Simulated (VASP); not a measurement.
# Sn3Se2 (Pm-3m) in VASP: notebook

Sn3Se2 is run at these levels: PBE; tasks: single point, relaxation of cell and atoms.

Everything below comes from runs of VASP 6.6.1. Logs are shortened: lines on timing, memory, paths and dates and some standing lists are left out, and cuts for length are marked.

### 1 The cell of the first run

The structure is cubic, space group Pm-3m (No. 221). Conventional cell: a = 5.530 Å, b = 5.530 Å, c = 5.530 Å, α = 90.00°, β = 90.00°, γ = 90.00°. Sn (site symmetry 4/mmm) has 2 Se at 2.77 Å within 3.6 Å. Within 5.1 Å of Se (site symmetry m-3m) lie 12 Sn at 3.91 Å and 8 Se at 4.79 Å. Se (site symmetry m-3m) has 6 Sn at 2.77 Å within 3.6 Å.

### 2 Single point, PBE

INCAR

```
SYSTEM = Sn3Se2
ALGO     = Normal         ! electronic algorithm
EDIFF    = 1E-6           ! SCF threshold, eV
ENCUT    = 500            ! plane-wave cutoff, eV
GGA      = PE             ! functional
GGA_COMPAT= .FALSE.      
ISIF     = 2              ! what is computed and relaxed
ISMEAR   = 0              ! smearing method
LASPH    = .TRUE.         ! aspherical terms in the spheres
LCHARG   = .FALSE.        ! write CHGCAR
LREAL    = .FALSE.        ! projectors in reciprocal space
LWAVE    = .FALSE.        ! write WAVECAR
NBANDS   = 35             ! bands
NELM     = 120            ! most SCF steps
PREC     = Accurate       ! precision mode
SIGMA    = 0.2            ! smearing width, eV
```

KPOINTS

```
k-points
0
G
  3 3 3
  0 0 0
```

POSCAR

```
Sn3Se2
1.0
    5.5300027100      0.0000000000      0.0000000000
    0.0000000000      5.5300027100      0.0000000000
    0.0000000000      0.0000000000      5.5300027100
Sn Se
3 2
Direct
    0.5000000000      0.0000000000      0.0000000000
    0.0000000000      0.5000000000      0.0000000000
    0.0000000000      0.0000000000      0.5000000000
    0.5000000000      0.5000000000      0.5000000000
    0.0000000000      0.0000000000      0.0000000000
```

Potentials or basis: VASP PAW PBE potentials, release 64 (Sn_d, Se).

On the command line:

```sh
cat potpaw_PBE.64/Sn_d/POTCAR potpaw_PBE.64/Se/POTCAR > POTCAR
mpirun -np 1 vasp_std > vasp.out
```

OUTCAR:

```text
SYSTEM = Sn3Se2
   EDIFF = 1E-6
   ENCUT = 500
   GGA = PE
   ISIF = 2
   ISMEAR = 0
   LASPH = .TRUE.
   LREAL = .FALSE.
   NELM = 120
   PREC = Accurate

 ion  position               nearest neighbor table
   1  0.500  0.000  0.000-   5 2.77   5 2.77
   2  0.000  0.500  0.000-   5 2.77   5 2.77
   3  0.000  0.000  0.500-   5 2.77   5 2.77
   4  0.500  0.500  0.500-
   5  0.000  0.000  0.000-   1 2.77   2 2.77   3 2.77   3 2.77   2 2.77   1 2.77

  LATTYP: Found a simple cubic cell.
 ALAT       =     5.5300027100

  Lattice vectors:

 A1 = (   5.5300027100,   0.0000000000,   0.0000000000)
 A2 = (   0.0000000000,   5.5300027100,   0.0000000000)
 A3 = (   0.0000000000,   0.0000000000,   5.5300027100)

Analysis of symmetry for initial positions (statically):
=====================================================================
 Subroutine PRICEL returns:
 Original cell was already a primitive cell.

 Routine SETGRP: Setting up the symmetry group for a
 simple cubic supercell.

 Subroutine GETGRP returns: Found 48 space group operations
 (whereof 48 operations were pure point group operations)
 out of a pool of 48 trial point group operations.

The static configuration has the point symmetry O_h .

Analysis of symmetry for dynamics (positions and initial velocities):
=====================================================================
 Subroutine PRICEL returns:
 Original cell was already a primitive cell.

 Routine SETGRP: Setting up the symmetry group for a
 simple cubic supercell.

 Subroutine GETGRP returns: Found 48 space group operations
 (whereof 48 operations were pure point group operations)
 out of a pool of 48 trial point group operations.

The dynamic configuration has the point symmetry O_h .

 Subroutine INISYM returns: Found 48 space group operations
 (whereof 48 operations are pure point group operations),
 and found     1 'primitive' translations

----------------------------------------------------------------------------------------

                                     Primitive cell

  volume of cell :     169.1126

  direct lattice vectors                    reciprocal lattice vectors
     5.530002710  0.000000000  0.000000000     0.180831738  0.000000000  0.000000000
     0.000000000  5.530002710  0.000000000     0.000000000  0.180831738  0.000000000
[... 68 lines left out ...]
   ENCUT  =  500.0 eV  36.75 Ry    6.06 a.u.  10.08 10.08 10.08*2*pi/ulx,y,z
   NELM   =    120;   NELMIN=  2; NELMDL= -5     # of ELM steps
   EDIFF  = 0.1E-05   stopping-criterion for ELM
   LREAL  =      F    real-space projection
   EDIFFG = 0.1E-04   stopping-criterion for IOM
   NSW    =      0    number of steps for IOM
   IBRION =     -1    ionic relax: 0-MD 1-quasi-New 2-CG
   NFREE  =      0    steps in history (QN), initial steepest desc. (CG)
   ISIF   =      2    stress and relaxation
   ISYM   =      2    0-nonsym 1-usesym 2-fastsym
   POTIM  = 0.5000    time-step for ionic-motion
   TEBEG  =    0.0;   TEEND  =   0.0 temperature during run
   PSTRESS=    0.0 pullay stress
   NELECT =      54.0000    total number of electrons
   NUPDOWN=      -1.0000    fix difference up-down
   EMIN   =  10.00;   EMAX   =-10.00  energy-range for DOS
   EFERMI =   0.00;   METHOD = LEGACY
   ISMEAR =     0;   SIGMA  =   0.20  broadening in eV -4-tet -1-fermi 0-gaus
   EFERMI_NEDOS =   21; number of points for ismear=-14 and -15
   IALGO  =     38    algorithm
   IMIX   =      4    mixing-type and parameters
     AMIX     =   0.40;   BMIX     =  1.00
     AMIX_MAG =   1.60;   BMIX_MAG =  1.00
  volume/ion in A,a.u.               =      33.82       228.25
  Fermi-wavevector in a.u.,A,eV,Ry     =   1.118959  2.114525 17.035428  1.252069
  Thomas-Fermi vector in A             =   2.255594
   LORBIT       =      0    0 simple, 1 ext, 2 COOP (PROOUT), +10 PAW based schemes
   GGA     = PE    functional components
   LHFCALC =     F    Hartree Fock is set to
   AEXX    =    0.0000 exact exchange contribution
   IVDW    =     0    specifies the selected vdW correction
   LEPSILON=     F    determine dielectric tensor
   LRPA    =     F    only Hartree local field effects (RPA)
 non-spin polarized calculation
 Gauss-broadening in eV      SIGMA  =   0.20
  energy-cutoff  :      500.00
  volume of cell :      169.11
 maximum number of plane-waves:      4337
   NGX = 21   NGY = 21   NGZ = 21

 number of electron      53.9999975 magnetization

 Free energy of the ion-electron system (eV)
  ---------------------------------------------------
  ext. energy  EPLUGINS =         0.00000000
  ---------------------------------------------------
  free energy    TOTEN  =       -17.00480357 eV

  energy without entropy =      -16.94566820  energy(sigma->0) =      -16.97523588

 E-fermi :   4.3655     XC(G=0):  -8.7895

 val. band max:        4.3438397409   @ k =   0.3333   0.3333   0.0000
 cond. band min:       4.6605046033   @ k =   0.3333   0.0000   0.0000
 fundamental gap:      0.3166648624
 Fermi energy:         4.3654987818

 k-point     1 :       0.0000    0.0000    0.0000
  band No.  band energies     occupation
      1     -17.8147      2.00000
      2     -17.7388      2.00000
      3     -17.7388      2.00000
      4     -17.7388      2.00000
      5     -17.7368      2.00000
      6     -17.7368      2.00000
[... 141 lines left out ...]
     34       7.2349      0.00000
     35       7.2349      0.00000

------------------------ aborting loop because EDIFF is reached ----------------------------------------

  FORCE on cell =-STRESS in cart. coord.  units (eV):
  Direction    XX          YY          ZZ          XY          YZ          ZX
  --------------------------------------------------------------------------------------
  -------------------------------------------------------------------------------------
  Total       -0.0621581     -0.0621581     -0.0621581     -0.0000000     -0.0000000      0.0000000
  in kB       -0.5888877     -0.5888877     -0.5888877     -0.0000000     -0.0000000      0.0000000
  external PRESSURE =      -0.5888877 kB  Pullay stress =       0.0000000 kB

 VOLUME and BASIS-vectors are now :
 -----------------------------------------------------------------------------
  energy-cutoff  :      500.00
  volume of cell :      169.11
      direct lattice vectors                 reciprocal lattice vectors
     5.530002710  0.000000000  0.000000000     0.180831738  0.000000000  0.000000000
     0.000000000  5.530002710  0.000000000     0.000000000  0.180831738  0.000000000
     0.000000000  0.000000000  5.530002710     0.000000000  0.000000000  0.180831738

 POSITION                                       TOTAL-FORCE (eV/Angst)
 -----------------------------------------------------------------------------------
      2.76500      0.00000      0.00000         0.000000      0.000000      0.000000
      0.00000      2.76500      0.00000         0.000000      0.000000      0.000000
      0.00000      0.00000      2.76500         0.000000      0.000000      0.000000
      2.76500      2.76500      2.76500         0.000000      0.000000      0.000000
      0.00000      0.00000      0.00000         0.000000      0.000000      0.000000
 -----------------------------------------------------------------------------------
    total drift:                               -0.000000      0.000000     -0.000000

  FREE ENERGIE OF THE ION-ELECTRON SYSTEM (eV)
  ---------------------------------------------------
  free  energy   TOTEN  =       -17.0048035711 eV

  energy  without entropy=      -16.9456681988  energy(sigma->0) =      -16.97523588
```

OSZICAR:

```text
N       E                     dE             d eps       ncg     rms          rms(c)
DAV:   1     0.514552821663E+03    0.51455E+03   -0.24946E+04   280   0.186E+03
DAV:   2     0.619053940732E+02   -0.45265E+03   -0.44316E+03   288   0.503E+02
DAV:   3    -0.131211172050E+02   -0.75027E+02   -0.72484E+02   346   0.177E+02
DAV:   4    -0.176151648824E+02   -0.44940E+01   -0.44352E+01   306   0.450E+01
DAV:   5    -0.177457254170E+02   -0.13056E+00   -0.13047E+00   335   0.841E+00    0.603E+00
DAV:   6    -0.170553880702E+02    0.69034E+00   -0.27873E+00   348   0.569E+00    0.354E+00
DAV:   7    -0.170096184863E+02    0.45770E-01   -0.48946E-01   292   0.197E+00    0.222E+00
DAV:   8    -0.170048999802E+02    0.47185E-02   -0.61587E-02   354   0.104E+00    0.455E-01
DAV:   9    -0.170043940684E+02    0.50591E-03   -0.86653E-03   308   0.476E-01    0.149E-01
DAV:  10    -0.170047174312E+02   -0.32336E-03   -0.17415E-03   335   0.204E-01    0.696E-02
DAV:  11    -0.170047800015E+02   -0.62570E-04   -0.20052E-04   303   0.716E-02    0.309E-02
DAV:  12    -0.170048034957E+02   -0.23494E-04   -0.67622E-05   295   0.481E-02    0.639E-03
DAV:  13    -0.170048035711E+02   -0.75400E-07   -0.71214E-06   304   0.113E-02
   1 F= -.17004804E+02 E0= -.16975236E+02  d E =-.591354E-01
```

stdout:

```text
POSCAR found type information on POSCAR SnSe
 POSCAR found :  2 types and       5 ions
 scaLAPACK will be used
 LDA part: xc-table for (Slater+PW92), standard interpolation
 POSCAR, INCAR and KPOINTS ok, starting setup
 FFT: planning ... GRIDC
 FFT: planning ... GRID_SOFT
 FFT: planning ... GRID
 WAVECAR not read
 entering main loop
```

Wall time 14 s (1 thread of Intel Xeon 6975P-C (Granite Rapids), shared host); peak memory 0.23 GiB.

What came out:

| Property | Result |
| --- | --- |
| Free energy | -17.0048 eV |
| Pressure | -0.1 GPa |
| Band gap on the k mesh | zero (band 27 reaches 5.47 eV, above the bottom of band 28 at 4.34 eV) |

Caveat: the k points lie up to 0.38 Å⁻¹ apart; spin-orbit coupling is left out, which moves the levels of the heavy elements.

### 3 Relaxation of cell and atoms, PBE

INCAR

```
ALGO = Normal
EDIFF = 1E-7
EDIFFG = -0.08
ENCUT = 500
GGA = PE
GGA_COMPAT = False
IBRION = 2
ISIF = 3
ISMEAR = 0
LASPH = True
LCHARG = False
LREAL = False
LWAVE = False
NELM = 120
NELMIN = 4
NSW = 36
PREC = Accurate
SIGMA = 0.2
```

KPOINTS

```
k-points
0
Gamma
  3 3 3
```

POSCAR is that of step 2.

Potentials or basis: VASP PAW PBE potentials, release 64 (Sn_d, Se).

On the command line:

```sh
cat potpaw_PBE.64/Sn_d/POTCAR potpaw_PBE.64/Se/POTCAR > POTCAR
mpirun -np 1 vasp_std > vasp.out
```

It took 20 s on 1 thread of Intel Xeon 6975P-C (Granite Rapids), shared host; peak memory 0.23 GiB.

The run converged. Its results:

- Free energy: -17.0048 eV
- Pressure after relaxing: -0.1 GPa
- Band gap on the k mesh: zero (band 27 reaches 5.47 eV, above the bottom of band 28 at 4.34 eV)

Final structure:
```yaml
crystal:
  lattice:
    - [5.53000, 0.00000, 0.00000]
    - [0.00000, 5.53000, 0.00000]
    - [0.00000, 0.00000, 5.53000]
  atoms:
    - { symbol: Sn, position: [0.50000, 0.00000, 0.00000] }
    - { symbol: Sn, position: [0.00000, 0.50000, 0.00000] }
    - { symbol: Sn, position: [0.00000, 0.00000, 0.50000] }
    - { symbol: Se, position: [0.50000, 0.50000, 0.50000] }
    - { symbol: Se, position: [0.00000, 0.00000, 0.00000] }
```

Levels at points of the mesh, in eV from the Fermi level:
| k point | band 24 | band 25 | band 26 | band 27 | band 28 | band 29 |
| --- | --- | --- | --- | --- | --- | --- |
| (0.00, 0.00, 0.00) | -1.96 | -1.96 | -1.96 | 1.11 | 1.11 | 1.11 |

Caveat: the k points lie up to 0.38 Å⁻¹ apart in the final cell; the relaxation stopped at its first step, so nothing moved; spin-orbit coupling is left out, which moves the levels of the heavy elements.
